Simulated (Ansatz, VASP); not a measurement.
## One calculation of Sn, two programs

```
Sn
1.0
    -1.82559    1.82559    1.91920
     1.82559   -1.82559    1.91920
     1.82559    1.82559   -1.91920
Sn
1
Cartesian
  0.0000 0.0000 0.0000
```

Change from the starting cell: strain -0.025 along x and y, +0.025 along z, atoms carried along.

Alike in both runs: task single point; functional PBEsol; k mesh 22 × 22 × 22; occupations gaussian, width 0.15 eV; no spin polarisation.

|  | VASP | Ansatz |
| --- | --- | --- |
| version | VASP 6.6.1 | Ansatz 0.2.0 |
| potentials or method | VASP PAW PBE potentials, release 64 (Sn_d), cutoff 520 eV | scalar-relativistic, plane waves, PAW |
| valence electrons in the cell | 14 | 14 |

```csv
,VASP,Ansatz,Ansatz less VASP
gap on the k mesh at the Fermi level (eV),none,none,-
pressure (GPa),1.2,1.3,+0.02
"traceless stress, the component that is largest in VASP (GPa)",0.06,0.06,+0.002
```

VASP's potentials were made for PBE, not for PBEsol. A gap of «none» marks a metal or a gap that the smearing closes. With one functional, cell and mesh, what is left measures potentials, basis and numerics.
